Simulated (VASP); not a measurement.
A run of VASP 6.6.1 is set up as follows.

Contents of INCAR:

```
PREC = Accurate
ENCUT = 500
EDIFF = 1E-6
ISMEAR = 0
SIGMA = 0.1
LREAL = False
LASPH = True
NELM = 120
ALGO = Normal
ISIF = 2
LWAVE = False
LCHARG = True
GGA = CA
LELF = True
LVHAR = True
NBANDS = 21
GGA_COMPAT = False
```

Contents of KPOINTS:

```
Automatic mesh
0
Gamma
  18 18 10
```

POSCAR

```
Ru
1.0
    2.6740711064      0.0000000000      0.0000000000
   -1.3370355532      2.3158135097      0.0000000000
    0.0000000000      0.0000000000      4.2267519247
Ru
2
Direct
    0.3333333333      0.6666666667      0.2500000000
    0.6666666667      0.3333333333      0.7500000000
```

Potentials or basis: VASP PAW LDA potentials, release 64 (Ru_pv).

Launch:

```bash
$ cat potpaw_LDA.64/Ru_pv/POTCAR > POTCAR
$ mpirun -np 1 vasp_std > vasp.out
```

Problem. What does it give for the pressure?

Solution. 1.0 GPa.

Problem. Estimate the band gap on the k mesh.

Solution. Zero (bands 14 and 15 overlap by 3.32 eV).
